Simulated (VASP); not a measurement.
# AlRu (d.f) (Pm-3m) in VASP: notebook

The runs below take AlRu (d.f) through single point, relaxation of cell and atoms, with PBE+D3(BJ).

Program: VASP 6.6.1. These are calculated values, not measurements. Logs are shortened: lines on timing, memory, paths and dates and some standing lists are left out, and cuts for length are marked.

### 1 The cell of the first run

It takes space group Pm-3m (No. 221, cubic). Conventional cell: a = 2.970 Å, b = 2.970 Å, c = 2.970 Å, α = 90.00°, β = 90.00°, γ = 90.00°. Within 3.4 Å of Ru (site symmetry m-3m) lie 8 Al at 2.57 Å and 6 Ru at 2.97 Å. Within 3.4 Å of Al (site symmetry m-3m) lie 8 Ru at 2.57 Å and 6 Al at 2.97 Å.

### 2 Single point, PBE+D3(BJ)

File INCAR:

```
PREC = Accurate ; ENCUT = 500
EDIFF = 1E-6 ; ISMEAR = 0
SIGMA = 0.1 ; LREAL = False
LASPH = True ; NELM = 120
ALGO = Normal ; ISIF = 2
LWAVE = False ; LCHARG = True
GGA = PE ; IVDW = 12
LELF = True ; LVHAR = True
NBANDS = 16 ; GGA_COMPAT = False
```

File KPOINTS:

```
Automatic mesh
0
Gamma
  6 6 6
```

File POSCAR:

```
AlRu
1.0
    2.9700000000      0.0000000000      0.0000000000
    0.0000000000      2.9700000000      0.0000000000
    0.0000000000      0.0000000000      2.9700000000
Ru Al
1 1
Direct
    0.0000000000      0.0000000000      0.0000000000
    0.5000000000      0.5000000000      0.5000000000
```

Potentials or basis: VASP PAW PBE potentials, release 64 (Ru_pv, Al).

Command:

```bash
> cat potpaw_PBE.64/Ru_pv/POTCAR potpaw_PBE.64/Al/POTCAR > POTCAR
> mpirun -np 1 vasp_std > vasp.out
```

OUTCAR:

```text
PREC = Accurate
   ENCUT = 500
   EDIFF = 1E-6
   ISMEAR = 0
   LREAL = False
   LASPH = True
   NELM = 120
   ISIF = 2
   GGA = PE
   IVDW = 12
 IVDW          = 12

 ion  position               nearest neighbor table
   1  0.000  0.000  0.000-   2 2.57   2 2.57   2 2.57   2 2.57   2 2.57   2 2.57   2 2.57   2 2.57

   2  0.500  0.500  0.500-   1 2.57   1 2.57   1 2.57   1 2.57   1 2.57   1 2.57   1 2.57   1 2.57

  LATTYP: Found a simple cubic cell.
 ALAT       =     2.9700000000

  Lattice vectors:

 A1 = (   2.9700000000,   0.0000000000,   0.0000000000)
 A2 = (   0.0000000000,   2.9700000000,   0.0000000000)
 A3 = (   0.0000000000,   0.0000000000,   2.9700000000)

Analysis of symmetry for initial positions (statically):
=====================================================================
 Subroutine PRICEL returns:
 Original cell was already a primitive cell.

 Routine SETGRP: Setting up the symmetry group for a
 simple cubic supercell.

 Subroutine GETGRP returns: Found 48 space group operations
 (whereof 48 operations were pure point group operations)
 out of a pool of 48 trial point group operations.

The static configuration has the point symmetry O_h .

Analysis of symmetry for dynamics (positions and initial velocities):
=====================================================================
 Subroutine PRICEL returns:
 Original cell was already a primitive cell.

 Routine SETGRP: Setting up the symmetry group for a
 simple cubic supercell.

 Subroutine GETGRP returns: Found 48 space group operations
 (whereof 48 operations were pure point group operations)
 out of a pool of 48 trial point group operations.

The dynamic configuration has the point symmetry O_h .

 Subroutine INISYM returns: Found 48 space group operations
 (whereof 48 operations are pure point group operations),
 and found     1 'primitive' translations

----------------------------------------------------------------------------------------

                                     Primitive cell

  volume of cell :      26.1981

  direct lattice vectors                    reciprocal lattice vectors
     2.970000000  0.000000000  0.000000000     0.336700337  0.000000000  0.000000000
     0.000000000  2.970000000  0.000000000     0.000000000  0.336700337  0.000000000
     0.000000000  0.000000000  2.970000000     0.000000000  0.000000000  0.336700337

  length of vectors
     2.970000000  2.970000000  2.970000000     0.336700337  0.336700337  0.336700337

  position of ions in fractional coordinates (direct lattice)
     0.000000000  0.000000000  0.000000000
     0.500000000  0.500000000  0.500000000

  ion indices of the primitive-cell ions
   primitive index   ion index
                 1           1
                 2           2

----------------------------------------------------------------------------------------

 KPOINTS: Automatic mesh

Automatic generation of k-mesh.
 Grid dimensions read from file:
 generate k-points for:    6    6    6

 Generating k-lattice:

  Cartesian coordinates                     Fractional coordinates (reciprocal lattice)
     0.056116723  0.000000000  0.000000000     0.166666667  0.000000000  0.000000000
     0.000000000  0.056116723  0.000000000     0.000000000  0.166666667  0.000000000
     0.000000000  0.000000000  0.056116723     0.000000000  0.000000000  0.166666667

  Length of vectors
     0.056116723  0.056116723  0.056116723

  Shift w.r.t. Gamma in fractional coordinates (k-lattice)
     0.000000000  0.000000000  0.000000000

 Subroutine IBZKPT returns following result:
 ===========================================

 Found     20 irreducible k-points:

 Following reciprocal coordinates:
            Coordinates               Weight
  0.000000  0.000000  0.000000      1.000000
  0.166667  0.000000  0.000000      6.000000
  0.333333  0.000000  0.000000      6.000000
  0.500000  0.000000  0.000000      3.000000
  0.166667  0.166667  0.000000     12.000000
  0.333333  0.166667  0.000000     24.000000
[... 12 lines left out ...]
  0.500000  0.500000  0.333333      6.000000
  0.500000  0.500000  0.500000      1.000000
   k-points           NKPTS =     20   k-points in BZ     NKDIM =     20   number of bands    NBANDS=     16
   number of dos      NEDOS =    301   number of ions     NIONS =      2
   total plane-waves  NPLWV =  13824
   dimension x,y,z NGX =    24 NGY =   24 NGZ =   24
   dimension x,y,z NGXF=    48 NGYF=   48 NGZF=   48
   ions per type =               1   1
   NGX,Y,Z   is equivalent  to a cutoff of  13.43, 13.43, 13.43 a.u.
   NGXF,Y,Z  is equivalent  to a cutoff of  26.87, 26.87, 26.87 a.u.
 SYSTEM =  unknown system
   PREC   = accura    normal or accurate (medium, high low for compatibility)
   ISTART =      0    job   : 0-new  1-cont  2-samecut
   ICHARG =      2    charge: 1-file 2-atom 10-const
   ISPIN  =      1    spin polarized calculation?
   LNONCOLLINEAR =      F non collinear calculations
   LSORBIT =      F    spin-orbit coupling
   LASPH  =      T    aspherical Exc in radial PAW
   ENCUT  =  500.0 eV  36.75 Ry    6.06 a.u.   5.41  5.41  5.41*2*pi/ulx,y,z
   NELM   =    120;   NELMIN=  2; NELMDL= -5     # of ELM steps
   EDIFF  = 0.1E-05   stopping-criterion for ELM
   LREAL  =      F    real-space projection
   EDIFFG = 0.1E-04   stopping-criterion for IOM
   NSW    =      0    number of steps for IOM
   IBRION =     -1    ionic relax: 0-MD 1-quasi-New 2-CG
   NFREE  =      0    steps in history (QN), initial steepest desc. (CG)
   ISIF   =      2    stress and relaxation
   ISYM   =      2    0-nonsym 1-usesym 2-fastsym
   POTIM  = 0.5000    time-step for ionic-motion
   TEBEG  =    0.0;   TEEND  =   0.0 temperature during run
   PSTRESS=    0.0 pullay stress
   NELECT =      17.0000    total number of electrons
   NUPDOWN=      -1.0000    fix difference up-down
   EMIN   =  10.00;   EMAX   =-10.00  energy-range for DOS
   EFERMI =   0.00;   METHOD = LEGACY
   ISMEAR =     0;   SIGMA  =   0.10  broadening in eV -4-tet -1-fermi 0-gaus
   EFERMI_NEDOS =   21; number of points for ismear=-14 and -15
   IALGO  =     38    algorithm
   IMIX   =      4    mixing-type and parameters
     AMIX     =   0.40;   BMIX     =  1.00
     AMIX_MAG =   1.60;   BMIX_MAG =  1.00
  volume/ion in A,a.u.               =      13.10        88.40
  Fermi-wavevector in a.u.,A,eV,Ry     =   1.417320  2.678347 27.331342  2.008797
  Thomas-Fermi vector in A             =   2.538563
   LORBIT       =      0    0 simple, 1 ext, 2 COOP (PROOUT), +10 PAW based schemes
   GGA     = PE    functional components
   LHFCALC =     F    Hartree Fock is set to
   AEXX    =    0.0000 exact exchange contribution
   IVDW    =    12    specifies the selected vdW correction
   LEPSILON=     F    determine dielectric tensor
   LRPA    =     F    only Hartree local field effects (RPA)
 non-spin polarized calculation
 Gauss-broadening in eV      SIGMA  =   0.10
  energy-cutoff  :      500.00
  volume of cell :       26.20
 maximum number of plane-waves:       691
 NGX is ok and might be reduce to    24
   NGX = 11   NGY = 11   NGZ = 11

 number of electron      16.9999996 magnetization

 Free energy of the ion-electron system (eV)
  ---------------------------------------------------
  ext. energy  EPLUGINS =         0.00000000
  ---------------------------------------------------
  free energy    TOTEN  =       -14.24065686 eV

  energy without entropy =      -14.22770409  energy(sigma->0) =      -14.23418047

 E-fermi :  10.8923     XC(G=0): -12.6804

 val. band max:       10.8901885884   @ k =   0.3333   0.1667   0.0000
 cond. band min:      10.9698026847   @ k =   0.5000   0.1667   0.0000
 fundamental gap:      0.0796140963
 Fermi energy:        10.8923031423

 k-point     1 :       0.0000    0.0000    0.0000
  band No.  band energies     occupation
      1     -30.7588      2.00000
      2     -30.7588      2.00000
      3     -30.7588      2.00000
      4       1.2223      2.00000
      5       7.3478      2.00000
      6       7.3478      2.00000
[... 8 lines left out ...]
     15      23.1015      0.00000
     16      26.5532      0.00000

 k-point     2 :       0.1667    0.0000    0.0000
  band No.  band energies     occupation
      1     -30.8160      2.00000
      2     -30.7539      2.00000
      3     -30.7539      2.00000
      4       1.7573      2.00000
      5       7.4891      2.00000
      6       7.5324      2.00000
[... 8 lines left out ...]
     15      23.4556      0.00000
     16      28.2902      0.00000

 k-point     3 :       0.3333    0.0000    0.0000
  band No.  band energies     occupation
      1     -30.9293      2.00000
      2     -30.7442      2.00000
      3     -30.7442      2.00000
      4       3.2301      2.00000
      5       7.0922      2.00000
      6       7.9434      2.00000
[... 8 lines left out ...]
     15      24.3489      0.00000
     16      26.2075      0.00000

 k-point     4 :       0.5000    0.0000    0.0000
  band No.  band energies     occupation
      1     -30.9852      2.00000
      2     -30.7394      2.00000
      3     -30.7394      2.00000
      4       5.0845      2.00000
      5       5.4965      2.00000
      6       8.1759      2.00000
[... 8 lines left out ...]
     15      24.0291      0.00000
     16      24.0291      0.00000
[... 248 lines left out ...]
 k-point    18 :       0.5000    0.3333    0.3333
  band No.  band energies     occupation
      1     -30.9439      2.00000
      2     -30.8859      2.00000
      3     -30.8835      2.00000
      4       5.7342      2.00000
      5       6.8556      2.00000
      6       6.9696      2.00000
[... 8 lines left out ...]
     15      22.3820      0.00000
     16      23.1025      0.00000

 k-point    19 :       0.5000    0.5000    0.3333
  band No.  band energies     occupation
      1     -30.9374      2.00000
      2     -30.9374      2.00000
      3     -30.8788      2.00000
      4       5.8309      2.00000
      5       6.6935      2.00000
      6       6.6935      2.00000
[... 8 lines left out ...]
     15      21.1638      0.00000
     16      23.1002      0.00000

 k-point    20 :       0.5000    0.5000    0.5000
  band No.  band energies     occupation
      1     -30.9312      2.00000
      2     -30.9312      2.00000
      3     -30.9312      2.00000
      4       6.2635      2.00000
      5       6.2635      2.00000
      6       6.2635      2.00000
[... 8 lines left out ...]
     15      19.7532      0.00000
     16      23.0676      0.00000

------------------------ aborting loop because EDIFF is reached ----------------------------------------

 Edisp (eV)   -1.05352

 E8    (eV) :    -0.4772

  FORCE on cell =-STRESS in cart. coord.  units (eV):
  Direction    XX          YY          ZZ          XY          YZ          ZX
  --------------------------------------------------------------------------------------
  -------------------------------------------------------------------------------------
  Total       0.11142     0.11142     0.11142     0.00000     0.00000    -0.00000
  in kB       6.81403     6.81403     6.81403     0.00000     0.00000    -0.00000
  external pressure =        6.81 kB  Pullay stress =        0.00 kB

 VOLUME and BASIS-vectors are now :
 -----------------------------------------------------------------------------
  energy-cutoff  :      500.00
  volume of cell :       26.20
      direct lattice vectors                 reciprocal lattice vectors
     2.970000000  0.000000000  0.000000000     0.336700337  0.000000000  0.000000000
     0.000000000  2.970000000  0.000000000     0.000000000  0.336700337  0.000000000
     0.000000000  0.000000000  2.970000000     0.000000000  0.000000000  0.336700337

 POSITION                                       TOTAL-FORCE (eV/Angst)
 -----------------------------------------------------------------------------------
      0.00000      0.00000      0.00000         0.000000      0.000000      0.000000
      1.48500      1.48500      1.48500         0.000000      0.000000      0.000000
 -----------------------------------------------------------------------------------
    total drift:                                0.000000      0.000000      0.000000

  FREE ENERGIE OF THE ION-ELECTRON SYSTEM (eV)
  ---------------------------------------------------
  free  energy   TOTEN  =       -15.2941811003 eV

  energy  without entropy=      -15.2812283269  energy(sigma->0) =      -15.28770471
```

It took 3.2 s on 1 thread of Intel Xeon 6975P-C (Granite Rapids), shared host; peak memory 0.15 GiB.

Results:

```
Free energy                : -15.2942 eV
Pressure                   : 0.7 GPa
Dispersion energy per atom : -0.527 eV
```

Levels at points of the mesh, in eV from the Fermi level:
```csv
k point,band 4,band 5,band 6,band 7,band 8,band 9,band 10,band 11,band 12,band 13
"(0.00, 0.00, 0.00)",-9.67,-3.54,-3.54,0.31,0.31,0.31,6.31,6.31,6.31,11.24
"(0.50, 0.00, 0.00)",-5.81,-5.40,-2.72,-1.53,-1.53,0.57,2.51,7.57,11.28,11.28
"(0.50, 0.50, 0.00)",-6.04,-3.01,-1.25,-1.25,-1.08,-1.08,1.73,5.59,6.58,10.89
"(0.50, 0.50, 0.50)",-4.63,-4.63,-4.63,1.82,1.82,2.83,4.33,4.33,4.33,8.86
```

Caveat: pairwise dispersion overbinds metals, which lowers pressure and volume.

### 3 Single point, PBE+D3(BJ)

This run uses another cell than the first one, of 13.14 Å³/atom, 1.003 times its volume.

File INCAR:

```
SYSTEM = AlRu
PREC = Accurate
ENCUT = 500
EDIFF = 1E-6
ISMEAR = 0
SIGMA = 0.1
LREAL = .FALSE.
LASPH = .TRUE.
NELM = 120
ALGO = Normal
ISIF = 2
LWAVE = .FALSE.
LCHARG = .FALSE.
GGA = PE
IVDW = 12
NBANDS = 16
GGA_COMPAT = .FALSE.
```

File KPOINTS:

```
regular mesh
0
G
  14 14 14
  0 0 0
```

File POSCAR:

```
AlRu
1.0
    2.9732536546      0.0000000000      0.0000000000
    0.0000000000      2.9732536546      0.0000000000
    0.0000000000      0.0000000000      2.9732536546
Ru Al
1 1
Direct
    0.0000000000      0.0000000000      0.0000000000
    0.5000000000      0.5000000000      0.5000000000
```

Potentials or basis: VASP PAW PBE potentials, release 64 (Ru_pv, Al).

Command:

```bash
> cat potpaw_PBE.64/Ru_pv/POTCAR potpaw_PBE.64/Al/POTCAR > POTCAR
> mpirun -np 1 vasp_std > vasp.out
```

It took 11 s on 1 thread of Intel Xeon 6975P-C (Granite Rapids), shared host; peak memory 0.18 GiB.

It converged, with:

```yaml
Free_energy: -15.2910 eV
Pressure: 0.0 GPa
Dispersion_energy_per_atom: -0.525 eV
```

Levels at points of the mesh, in eV from the Fermi level:
| k point | band 5 | band 6 | band 7 | band 8 | band 9 | band 10 | band 11 | band 12 | band 13 | band 14 |
| --- | --- | --- | --- | --- | --- | --- | --- | --- | --- | --- |
| (0.00, 0.00, 0.00) | -3.66 | -3.66 | 0.19 | 0.19 | 0.19 | 6.17 | 6.17 | 6.17 | 11.09 | 11.09 |
| (0.50, 0.00, 0.00) | -5.52 | -2.84 | -1.64 | -1.64 | 0.45 | 2.37 | 7.44 | 11.13 | 11.13 | 12.13 |
| (0.50, 0.50, 0.00) | -3.13 | -1.38 | -1.38 | -1.20 | -1.20 | 1.59 | 5.44 | 6.43 | 10.74 | 12.13 |
| (0.50, 0.50, 0.50) | -4.73 | -4.73 | 1.68 | 1.68 | 2.69 | 4.18 | 4.18 | 4.18 | 8.71 | 8.71 |

Caveat: pairwise dispersion overbinds metals, which lowers pressure and volume.

### 4 Relaxation of cell and atoms, PBE+D3(BJ)

File INCAR:

```
ALGO = Normal
EDIFF = 1E-7
EDIFFG = -0.002
ENCUT = 500
GGA = PE
GGA_COMPAT = False
IBRION = 2
ISIF = 3
ISMEAR = 0
IVDW = 12
LASPH = True
LCHARG = False
LREAL = False
LWAVE = False
NELM = 120
NELMIN = 4
NSW = 100
PREC = Accurate
SIGMA = 0.1
```

File KPOINTS:

```
k-points
0
Gamma
  14 14 14
```

File POSCAR:

```
AlRu
1.0
    2.9700000000      0.0000000000      0.0000000000
    0.0000000000      2.9700000000      0.0000000000
    0.0000000000      0.0000000000      2.9700000000
Ru Al
1 1
Direct
    0.0000000000      0.0000000000      0.0000000000
    0.5000000000      0.5000000000      0.5000000000
```

Command:

```bash
> cat potpaw_PBE.64/Ru_pv/POTCAR potpaw_PBE.64/Al/POTCAR > POTCAR
> mpirun -np 1 vasp_std > vasp.out
```

It took 20 s on 1 thread of Intel Xeon 6975P-C (Granite Rapids), shared host; peak memory 0.18 GiB.

It converged, with:

| Quantity | Value |
| --- | --- |
| Free energy | -15.2909 eV |
| Relaxed volume | 13.14 Å³/atom |
| Relaxed cell | a = 2.973 Å, b = 2.973 Å, c = 2.973 Å, α = 90.00°, β = 90.00°, γ = 90.00° |
| Space group after relaxing (to 0.05 Å) | Pm-3m (No. 221) |
| Energy gained by relaxing | 0.1 meV/atom |
| Ionic steps | 3 |
| Pressure after relaxing | 0.0 GPa |
| Dispersion energy per atom | -0.525 eV |

Step by step:
| step | energy change (eV) | largest force (eV/Å) | pressure (GPa) | volume (Å³) |
| --- | --- | --- | --- | --- |
| 1 | 0.0000 | 0.0000 | 0.76 | 26.20 |
| 2 | 0.0004 | 0.0000 | -1.21 | 26.44 |
| 3 | -0.0002 | 0.0000 | 0.01 | 26.29 |

Final structure:
```xyz
2
Lattice="2.9734 0.0000 0.0000 0.0000 2.9734 0.0000 0.0000 0.0000 2.9734" Properties=species:S:1:pos:R:3 pbc="T T T"
Ru    0.0000    0.0000    0.0000
Al    1.4867    1.4867    1.4867
```

Levels at points of the mesh, in eV from the Fermi level:
```tsv
k point	band 6	band 7	band 8	band 9	band 10	band 11	band 12
(0.00, 0.00, 0.00)	-3.66	0.19	0.19	0.19	6.17	6.17	6.17
(0.50, 0.00, 0.00)	-2.84	-1.64	-1.64	0.45	2.37	7.44	11.13
(0.50, 0.50, 0.00)	-1.38	-1.38	-1.20	-1.20	1.59	5.44	6.43
(0.50, 0.50, 0.50)	-4.73	1.68	1.68	2.69	4.18	4.18	4.18
```

Caveat: pairwise dispersion overbinds metals, which lowers pressure and volume.

### 5 Summary

```csv
task,cell,k mesh,gap on the mesh (eV),pressure (GPa)
single point,"a = 2.970 Å, 2 atoms",6 × 6 × 6,none,0.7
single point,"a = 2.973 Å, 2 atoms",14 × 14 × 14,none,0.0
relaxation of cell and atoms,"relaxed from a = 2.970 Å, 2 atoms",14 × 14 × 14,none,0.0
```

Alike in all rows: level PBE+D3(BJ); potentials or basis VASP PAW PBE potentials, release 64 (Ru_pv, Al); no spin polarisation; cutoff (eV) 500; smearing gaussian 0.1 eV.

Caveats: pairwise dispersion overbinds metals, which lowers pressure and volume.

Total energies depend on the potentials used, so only differences within one code and one set of settings carry meaning.
